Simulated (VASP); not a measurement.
# AgO2 (fluorite type) (Fm-3m) in VASP: further runs

Runs on AgO2 (fluorite type). Level: PBE. Tasks: single point.

Everything below comes from runs of VASP 6.6.1. Logs are shortened: lines on timing, memory, paths and dates and some standing lists are left out, and cuts for length are marked.

### 1 The cell of the first run

It takes space group Fm-3m (No. 225, cubic). Conventional cell: a = 5.196 Å, b = 5.196 Å, c = 5.196 Å, α = 90.00°, β = 90.00°, γ = 90.00°. Within 3.0 Å of Ag (site symmetry m-3m) lie 8 O at 2.25 Å. Within 3.0 Å of O (site symmetry -43m) lie 4 Ag at 2.25 Å and 6 O at 2.60 Å.

### 2 Single point, PBE

The input, INCAR:

```
SYSTEM = AgO2
ALGO = Normal
EDIFF = 1E-6
ENCUT = 520
GGA = PE
ISIF = 2
ISMEAR = -1
LASPH = .TRUE.
LCHARG = .FALSE.
LREAL = .FALSE.
LWAVE = .FALSE.
NBANDS = 18
NELM = 60
PREC = Accurate
SIGMA = 0.06122561905347299
```

The input, KPOINTS:

```
k-points
0
G
  18 18 18
  0 0 0
```

The input, POSCAR:

```
AgO2
1.0
    0.0000000000      2.5980397919      2.5980397919
    2.5980397919      0.0000000000      2.5980397919
    2.5980397919      2.5980397919      0.0000000000
Ag O
1 2
Direct
    0.0000000000      0.0000000000      0.0000000000
    0.2500000000      0.2500000000      0.2500000000
    0.7500000000      0.7500000000      0.7500000000
```

Potentials or basis: VASP PAW PBE potentials, release 64 (Ag, O).

The run is started by

```
$ cat potpaw_PBE.64/Ag/POTCAR potpaw_PBE.64/O/POTCAR > POTCAR
$ mpirun -np 1 vasp_std > vasp.out
```

OUTCAR:

```text
SYSTEM = AgO2
   EDIFF = 1E-6
   ENCUT = 520
   GGA = PE
   ISIF = 2
   ISMEAR = -1
   LASPH = .TRUE.
   LREAL = .FALSE.
   NELM = 60
   PREC = Accurate

 ion  position               nearest neighbor table
   1  0.000  0.000  0.000-   3 2.25   3 2.25   3 2.25   2 2.25   3 2.25   2 2.25   2 2.25   2 2.25

   2  0.250  0.250  0.250-   1 2.25   1 2.25   1 2.25   1 2.25
   3  0.750  0.750  0.750-   1 2.25   1 2.25   1 2.25   1 2.25

  LATTYP: Found a face centered cubic cell.
 ALAT       =     5.1960795838

  Lattice vectors:

 A1 = (   0.0000000000,   2.5980397919,   2.5980397919)
 A2 = (   2.5980397919,   0.0000000000,   2.5980397919)
 A3 = (   2.5980397919,   2.5980397919,   0.0000000000)

Analysis of symmetry for initial positions (statically):
=====================================================================
 Subroutine PRICEL returns:
 Original cell was already a primitive cell.

 Routine SETGRP: Setting up the symmetry group for a
 face centered cubic supercell.

 Subroutine GETGRP returns: Found 48 space group operations
 (whereof 48 operations were pure point group operations)
 out of a pool of 48 trial point group operations.

The static configuration has the point symmetry O_h .

Analysis of symmetry for dynamics (positions and initial velocities):
=====================================================================
 Subroutine PRICEL returns:
 Original cell was already a primitive cell.

 Routine SETGRP: Setting up the symmetry group for a
 face centered cubic supercell.

 Subroutine GETGRP returns: Found 48 space group operations
 (whereof 48 operations were pure point group operations)
 out of a pool of 48 trial point group operations.

The dynamic configuration has the point symmetry O_h .

 Subroutine INISYM returns: Found 48 space group operations
 (whereof 48 operations are pure point group operations),
 and found     1 'primitive' translations

----------------------------------------------------------------------------------------

                                     Primitive cell

  volume of cell :      35.0726

  direct lattice vectors                    reciprocal lattice vectors
     0.000000000  2.598039792  2.598039792    -0.192452788  0.192452788  0.192452788
     2.598039792  0.000000000  2.598039792     0.192452788 -0.192452788  0.192452788
     2.598039792  2.598039792  0.000000000     0.192452788  0.192452788 -0.192452788

  length of vectors
     3.674183109  3.674183109  3.674183109     0.333338006  0.333338006  0.333338006

  position of ions in fractional coordinates (direct lattice)
     0.000000000  0.000000000  0.000000000
     0.250000000  0.250000000  0.250000000
     0.750000000  0.750000000  0.750000000

  ion indices of the primitive-cell ions
   primitive index   ion index
                 1           1
                 2           2
                 3           3

----------------------------------------------------------------------------------------

 KPOINTS: k-points

Automatic generation of k-mesh.
 Grid dimensions read from file:
 generate k-points for:   18   18   18

 Generating k-lattice:

  Cartesian coordinates                     Fractional coordinates (reciprocal lattice)
    -0.010691822  0.010691822  0.010691822     0.055555556  0.000000000  0.000000000
     0.010691822 -0.010691822  0.010691822     0.000000000  0.055555556  0.000000000
     0.010691822  0.010691822 -0.010691822     0.000000000  0.000000000  0.055555556

  Length of vectors
     0.018518778  0.018518778  0.018518778

  Shift w.r.t. Gamma in fractional coordinates (k-lattice)
     0.000000000  0.000000000  0.000000000

 Subroutine IBZKPT returns following result:
 ===========================================

 Found    195 irreducible k-points:

 Following reciprocal coordinates:
            Coordinates               Weight
  0.000000  0.000000  0.000000      1.000000
  0.055556  0.000000  0.000000      8.000000
  0.111111  0.000000  0.000000      8.000000
  0.166667  0.000000  0.000000      8.000000
  0.222222  0.000000  0.000000      8.000000
  0.277778  0.000000  0.000000      8.000000
[... 16 lines left out ...]
 -0.277778  0.055556  0.000000     24.000000
 -0.222222  0.055556  0.000000     24.000000
 [... further k-points ...]
   k-points           NKPTS =    195   k-points in BZ     NKDIM =    195   number of bands    NBANDS=     18
   number of dos      NEDOS =    301   number of ions     NIONS =      3
   total plane-waves  NPLWV =  21952
   dimension x,y,z NGX =    28 NGY =   28 NGZ =   28
   dimension x,y,z NGXF=    56 NGYF=   56 NGZF=   56
   ions per type =               1   2
   NGX,Y,Z   is equivalent  to a cutoff of  12.67, 12.67, 12.67 a.u.
   NGXF,Y,Z  is equivalent  to a cutoff of  25.34, 25.34, 25.34 a.u.
 SYSTEM =  AgO2
   PREC   = accura    normal or accurate (medium, high low for compatibility)
   ISTART =      0    job   : 0-new  1-cont  2-samecut
   ICHARG =      2    charge: 1-file 2-atom 10-const
   ISPIN  =      1    spin polarized calculation?
   LNONCOLLINEAR =      F non collinear calculations
   LSORBIT =      F    spin-orbit coupling
   LASPH  =      T    aspherical Exc in radial PAW
   ENCUT  =  520.0 eV  38.22 Ry    6.18 a.u.   6.83  6.83  6.83*2*pi/ulx,y,z
   NELM   =     60;   NELMIN=  2; NELMDL= -5     # of ELM steps
   EDIFF  = 0.1E-05   stopping-criterion for ELM
   LREAL  =      F    real-space projection
   EDIFFG = 0.1E-04   stopping-criterion for IOM
   NSW    =      0    number of steps for IOM
   IBRION =     -1    ionic relax: 0-MD 1-quasi-New 2-CG
   NFREE  =      0    steps in history (QN), initial steepest desc. (CG)
   ISIF   =      2    stress and relaxation
   ISYM   =      2    0-nonsym 1-usesym 2-fastsym
   POTIM  = 0.5000    time-step for ionic-motion
   TEBEG  =    0.0;   TEEND  =   0.0 temperature during run
   PSTRESS=    0.0 pullay stress
   NELECT =      23.0000    total number of electrons
   NUPDOWN=      -1.0000    fix difference up-down
   EMIN   =  10.00;   EMAX   =-10.00  energy-range for DOS
   EFERMI =   0.00;   METHOD = LEGACY
   ISMEAR =    -1;   SIGMA  =   0.06  broadening in eV -4-tet -1-fermi 0-gaus
   EFERMI_NEDOS =   21; number of points for ismear=-14 and -15
   IALGO  =     38    algorithm
   IMIX   =      4    mixing-type and parameters
     AMIX     =   0.40;   BMIX     =  1.00
     AMIX_MAG =   1.60;   BMIX_MAG =  1.00
  volume/ion in A,a.u.               =      11.69        78.89
  Fermi-wavevector in a.u.,A,eV,Ry     =   1.422312  2.687781 27.524211  2.022972
  Thomas-Fermi vector in A             =   2.543029
   LORBIT       =      0    0 simple, 1 ext, 2 COOP (PROOUT), +10 PAW based schemes
   GGA     = PE    functional components
   LHFCALC =     F    Hartree Fock is set to
   AEXX    =    0.0000 exact exchange contribution
   IVDW    =     0    specifies the selected vdW correction
   LEPSILON=     F    determine dielectric tensor
   LRPA    =     F    only Hartree local field effects (RPA)
 non-spin polarized calculation
  energy-cutoff  :      520.00
  volume of cell :       35.07
 maximum number of plane-waves:       960
   NGX = 13   NGY = 13   NGZ = 13

 number of electron      23.0000002 magnetization

 Free energy of the ion-electron system (eV)
  ---------------------------------------------------
  ext. energy  EPLUGINS =         0.00000000
  ---------------------------------------------------
  free energy    TOTEN  =       -11.07945513 eV

  energy without entropy =      -11.01651330  energy(sigma->0) =      -11.04798421

 E-fermi :   4.2717     XC(G=0): -11.3540

 val. band max:        4.2714930283   @ k =   0.3889   0.2222   0.0556
 cond. band min:       4.2725172156   @ k =  -0.1111   0.0556   0.0000
 fundamental gap:      0.0010241873
 Fermi energy:         4.2716980869

 k-point     1 :       0.0000    0.0000    0.0000
  band No.  band energies     occupation
      1     -14.3861      2.00000
      2     -11.8432      2.00000
      3      -2.1762      2.00000
      4      -2.1762      2.00000
      5      -2.1762      2.00000
      6       0.2700      2.00000
[... 10 lines left out ...]
     17      16.0939      0.00000
     18      21.9024      0.00000

 k-point     2 :       0.0556    0.0000    0.0000
  band No.  band energies     occupation
      1     -14.3644      2.00000
      2     -11.8685      2.00000
      3      -2.1571      2.00000
      4      -2.1571      2.00000
      5      -2.1154      2.00000
      6       0.2567      2.00000
[... 10 lines left out ...]
     17      16.1653      0.00000
     18      22.1644      0.00000

 k-point     3 :       0.1111    0.0000    0.0000
  band No.  band energies     occupation
      1     -14.3004      2.00000
      2     -11.9410      2.00000
      3      -2.1020      2.00000
      4      -2.1020      2.00000
      5      -1.9379      2.00000
      6       0.2215      2.00000
[... 10 lines left out ...]
     17      16.3756      0.00000
     18      22.8497      0.00000

 k-point     4 :       0.1667    0.0000    0.0000
  band No.  band energies     occupation
      1     -14.1975      2.00000
      2     -12.0537      2.00000
      3      -2.0169      2.00000
      4      -2.0169      2.00000
      5      -1.6570      2.00000
      6       0.1774      2.00000
[... 10 lines left out ...]
     17      16.7119      0.00000
     18      23.0681      0.00000

 k-point     5 :       0.2222    0.0000    0.0000
  band No.  band energies     occupation
      1     -14.0616      2.00000
      2     -12.1966      2.00000
      3      -1.9124      2.00000
      4      -1.9124      2.00000
      5      -1.2921      2.00000
      6       0.1428      2.00000
[... 10 lines left out ...]
     17      17.1532      0.00000
     18      22.9154      0.00000

 k-point     6 :       0.2778    0.0000    0.0000
  band No.  band energies     occupation
      1     -13.8997      2.00000
      2     -12.3595      2.00000
      3      -1.8031      2.00000
      4      -1.8031      2.00000
      5      -0.8670      2.00000
      6       0.1368      2.00000
[... 10 lines left out ...]
     17      17.6686      0.00000
     18      22.7698      0.00000

 k-point     7 :       0.3333    0.0000    0.0000
  band No.  band energies     occupation
      1     -13.7202      2.00000
      2     -12.5339      2.00000
      3      -1.7055      2.00000
      4      -1.7055      2.00000
      5      -0.4109      2.00000
      6       0.1736      2.00000
[... 10 lines left out ...]
     17      18.2139      0.00000
     18      22.6345      0.00000

 k-point     8 :       0.3889    0.0000    0.0000
  band No.  band energies     occupation
      1     -13.5333      2.00000
      2     -12.7126      2.00000
      3      -1.6326      2.00000
      4      -1.6325      2.00000
      5       0.0200      2.00000
      6       0.2515      2.00000
[... 10 lines left out ...]
     17      18.7246      0.00000
     18      22.5080      0.00000
[... 229 lines left out ...]
     17      19.2668      0.00000
     18      21.8108      0.00000

 k-point    20 :      -0.4444    0.0556    0.0000
  band No.  band energies     occupation
      1     -13.2926      2.00000
      2     -12.9383      2.00000
      3      -1.5923      2.00000
      4      -1.5496      2.00000
      5       0.2285      2.00000
      6       0.2912      2.00000
[... 10 lines left out ...]
     17      19.2274      0.00000
     18      21.9200      0.00000

 k-point    21 :      -0.3889    0.0556    0.0000
  band No.  band energies     occupation
      1     -13.4613      2.00000
      2     -12.7763      2.00000
      3      -1.6323      2.00000
      4      -1.5750      2.00000
      5       0.1288      2.00000
      6       0.1703      2.00000
[... 10 lines left out ...]
     17      18.9143      0.00000
     18      22.1376      0.00000

 k-point    22 :      -0.3333    0.0556    0.0000
  band No.  band energies     occupation
      1     -13.6462      2.00000
      2     -12.6008      2.00000
      3      -1.6972      2.00000
      4      -1.6354      2.00000
      5      -0.2283      2.00000
      6       0.0716      2.00000
[... 10 lines left out ...]
     17      18.4254      0.00000
     18      22.3865      0.00000

 k-point    23 :      -0.2778    0.0556    0.0000
  band No.  band energies     occupation
      1     -13.8272      2.00000
      2     -12.4276      2.00000
      3      -1.7842      2.00000
      4      -1.7285      2.00000
      5      -0.6737      2.00000
      6       0.0258      2.00000
[... 10 lines left out ...]
     17      17.8719      0.00000
     18      22.5548      0.00000

 k-point    24 :      -0.2222    0.0556    0.0000
  band No.  band energies     occupation
      1     -13.9941      2.00000
      2     -12.2634      2.00000
      3      -1.8847      2.00000
      4      -1.8414      2.00000
      5      -1.1068      2.00000
      6       0.0343      2.00000
[... 10 lines left out ...]
     17      17.3805      0.00000
     18      22.7048      0.00000

 [... further k-points ...]
[... 5 lines left out ...]
  --------------------------------------------------------------------------------------
  -------------------------------------------------------------------------------------
  Total       -0.6135826     -0.6135826     -0.6135826     -0.0000000     -0.0000000     -0.0000000
  in kB      -28.0295584    -28.0295584    -28.0295584     -0.0000000     -0.0000000     -0.0000000
  external PRESSURE =     -28.0295584 kB  Pullay stress =       0.0000000 kB

 VOLUME and BASIS-vectors are now :
 -----------------------------------------------------------------------------
  energy-cutoff  :      520.00
  volume of cell :       35.07
      direct lattice vectors                 reciprocal lattice vectors
     0.000000000  2.598039792  2.598039792    -0.192452788  0.192452788  0.192452788
     2.598039792  0.000000000  2.598039792     0.192452788 -0.192452788  0.192452788
     2.598039792  2.598039792  0.000000000     0.192452788  0.192452788 -0.192452788

 POSITION                                       TOTAL-FORCE (eV/Angst)
 -----------------------------------------------------------------------------------
      0.00000      0.00000      0.00000         0.000000      0.000000      0.000000
      1.29902      1.29902      1.29902         0.000000      0.000000      0.000000
      3.89706      3.89706      3.89706        -0.000000     -0.000000     -0.000000
 -----------------------------------------------------------------------------------
    total drift:                                0.000000      0.000000      0.000000

  FREE ENERGIE OF THE ION-ELECTRON SYSTEM (eV)
  ---------------------------------------------------
  free  energy   TOTEN  =       -11.0794551269 eV

  energy  without entropy=      -11.0165133027  energy(sigma->0) =      -11.04798421
```

It took 2.3 min on 1 thread of Intel Xeon Platinum 8124M at 3.00GHz (Skylake/Cascade Lake), shared host; peak memory 0.25 GiB.

What came out:

```
Free energy : -11.0795 eV
Pressure    : -2.8 GPa
```

Caveat: an odd number of electrons without spin polarisation forces a metal; a magnetic or distorted state may lie lower.

### 3 Single point, PBE

This run uses another cell than the first one, of 11.92 Å³/atom, 1.020 times its volume.

The input, INCAR:

```
SYSTEM = AgO2
  PREC = Accurate
  ENCUT = 520
  EDIFF = 1E-7
  ISMEAR = -1
  SIGMA = 0.06122561905347299
  LREAL = .False.
  LASPH = .True.
  NELM = 60
  ALGO = Normal
  ISIF = 2
  LWAVE = .False.
  LCHARG = .True.
  GGA = PE
  LELF = .True.
  LVHAR = .True.
  NBANDS = 18
```

The input, KPOINTS:

```
regular mesh
0
Gamma
  18 18 18
  0 0 0
```

The input, POSCAR:

```
AgO2
1.0
    0.0000000000      2.6149106529      2.6149106529
    2.6149106529      0.0000000000      2.6149106529
    2.6149106529      2.6149106529      0.0000000000
Ag O
1 2
Direct
    0.0000000000      0.0000000000      0.0000000000
    0.2500000000      0.2500000000      0.2500000000
    0.7500000000      0.7500000000      0.7500000000
```

Potentials or basis: VASP PAW PBE potentials, release 64 (Ag, O).

The run is started by

```
$ cat potpaw_PBE.64/Ag/POTCAR potpaw_PBE.64/O/POTCAR > POTCAR
$ mpirun -np 1 vasp_std > vasp.out
```

Run time: 3 min. Hardware: 1 thread of Intel Xeon Platinum 8124M at 3.00GHz (Skylake/Cascade Lake), shared host; peak memory 0.25 GiB.

It converged, with:

```yaml
Free_energy: -11.0632 eV
Pressure: -5.2 GPa
```

Levels at points of the mesh, in eV from the Fermi level:
```tsv
k point	band 9	band 10	band 11	band 12	band 13	band 14
(0.00, 0.00, 0.00)	-1.15	-1.15	0.24	0.24	0.24	4.36
(0.50, 0.00, 0.00)	-2.84	-2.44	-2.44	0.25	0.25	8.56
(0.50, 0.50, 0.00)	-3.20	-2.93	-0.46	0.43	0.43	8.77
```

Caveat: an odd number of electrons without spin polarisation forces a metal; a magnetic or distorted state may lie lower.

### 4 Single point, PBE

This run uses another cell than the first one, of 12.15 Å³/atom, 1.039 times its volume.

The input, INCAR:

```
SYSTEM = AgO2
PREC = Accurate
ENCUT = 520
EDIFF = 1E-7
ISMEAR = -1
SIGMA = 0.06122561905347299
LREAL = .FALSE.
LASPH = .TRUE.
NELM = 60
ALGO = Normal
ISIF = 2
LWAVE = .FALSE.
LCHARG = .TRUE.
GGA = PE
LELF = .TRUE.
LVHAR = .TRUE.
NBANDS = 18
```

The input, KPOINTS:

```
regular mesh
0
G
  18 18 18
  0 0 0
```

The input, POSCAR:

```
AgO2
1.0
    0.0000000000      2.6315665838      2.6315665838
    2.6315665838      0.0000000000      2.6315665838
    2.6315665838      2.6315665838      0.0000000000
Ag O
1 2
Direct
    0.0000000000      0.0000000000      0.0000000000
    0.2500000000      0.2500000000      0.2500000000
    0.7500000000      0.7500000000      0.7500000000
```

The run is started by

```
$ cat potpaw_PBE.64/Ag/POTCAR potpaw_PBE.64/O/POTCAR > POTCAR
$ mpirun -np 1 vasp_std > vasp.out
```

Run time: 3.1 min. Hardware: 1 thread of Intel Xeon Platinum 8124M at 3.00GHz (Skylake/Cascade Lake), shared host; peak memory 0.25 GiB.

Results (log left out):

| Quantity | Value |
| --- | --- |
| Free energy | -11.0374 eV |
| Pressure | -7.2 GPa |

Levels at points of the mesh, in eV from the Fermi level:
| k point | band 9 | band 10 | band 11 | band 12 | band 13 | band 14 |
| --- | --- | --- | --- | --- | --- | --- |
| (0.00, 0.00, 0.00) | -1.10 | -1.10 | 0.22 | 0.22 | 0.22 | 4.27 |
| (0.50, 0.00, 0.00) | -2.80 | -2.36 | -2.36 | 0.24 | 0.24 | 8.41 |
| (0.50, 0.50, 0.00) | -3.16 | -2.87 | -0.43 | 0.42 | 0.42 | 8.66 |

Caveat: an odd number of electrons without spin polarisation forces a metal; a magnetic or distorted state may lie lower.

(Continued in part 2 of 2.)
